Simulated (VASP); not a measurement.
Crystal: Hf2SeS3.

```xyz
6
Lattice="4.4631 0.0000 0.0000 -2.2315 3.8651 0.0000 0.0000 0.0000 6.8213" Properties=species:S:1:pos:R:3 pbc="T T T"
Hf    2.2315    1.2884    4.7552
Hf    0.0000    2.5767    2.0661
Se    0.0000    0.0000    0.0000
S     0.0000    0.0000    3.4106
S     2.2315    1.2884    2.1414
S     0.0000    2.5767    4.6799
```

```yaml
Program: VASP 6.6.1
Task: relaxation of cell and atoms
Functional: PBE
Potentials_or_basis: VASP PAW PBE potentials, release 64 (Hf_pv, Se, S)
Cutoff: 600 eV
k_mesh: 6 × 6 × 4
Occupations: gaussian, width 0.1 eV
Spin: no spin polarisation
```

At the start: pressure -1.0 GPa; volume 19.61 Å³/atom.

Task: Where does the relaxation end?

Result: Over 7 steps the energy falls by 3.3 meV/atom and the volume is 19.53 Å³/atom (-0.4 %); space group P-3m1 (No. 164, to 0.05 Å).

Step by step:
```tsv
step	energy change (eV)	largest force (eV/Å)	pressure (GPa)	volume (Å³)
1	0.0000	0.3008	-1.02	117.67
2	-0.0062	0.1503	1.17	115.55
3	-0.0082	0.1420	0.42	116.25
4	-0.0126	0.1119	0.18	116.53
5	-0.0139	0.1407	-0.03	116.81
6	-0.0172	0.0901	-0.11	116.94
7	-0.0197	0.0106	-0.26	117.19
```

Final structure:
```xyz
6
Lattice="4.4710 0.0000 0.0000 -2.2355 3.8720 0.0000 0.0000 0.0000 6.7697" Properties=species:S:1:pos:R:3 pbc="T T T"
Hf    2.2355    1.2907    4.6623
Hf    0.0000    2.5813    2.1074
Se    0.0000    0.0000    0.0000
S    -2.2355    3.8720    3.3848
S     2.2355    1.2907    2.0899
S     0.0000    2.5813    4.6798
```
